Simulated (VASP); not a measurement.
Sn7S16 (a cell with a defect), 23 atoms in the cell. The cell holds a defect, 23 atoms: a = 8.758 Å, b = 8.758 Å, c = 9.489 Å, α = 116.21°, β = 116.21°, γ = 92.46°.  This cell differs from its parent crystal: atoms taken out, then relaxed in part.

| Quantity | Value |
| --- | --- |
| Program | VASP 6.6.1 |
| Task | single point |
| Functional | PBEsol |
| Potentials or basis | VASP PAW PBE potentials, release 64 (Sn_d, S) |
| Cutoff | 520 eV |
| k mesh | 4 × 4 × 4 |
| Occupations | gaussian, width 0.05 eV |
| Spin | no spin polarisation |
| Dipole correction | no |
| Charge | -4 |
| Further INCAR settings | LREAL = Auto; ALGO = Normal; EDIFF = 1e-06; NBANDS = 114; NELECT = 198.0 |

Potentials or basis: VASP PAW PBE potentials, release 64 (Sn_d, S).

The run is started by

```sh
$ cat potpaw_PBE.64/Sn_d/POTCAR potpaw_PBE.64/S/POTCAR > POTCAR
$ mpirun -np 1 vasp_std > vasp.out
```

Hardware: 1 thread of Intel(R) Xeon(R) Platinum 8488C (Sapphire Rapids), on a shared host.

Estimate the wall time of this run.

Run time: 40 min on 1 thread of Intel(R) Xeon(R) Platinum 8488C (Sapphire Rapids), on a shared host, peak memory 1.3 GiB. Counts: scf iterations 16, k points 24.
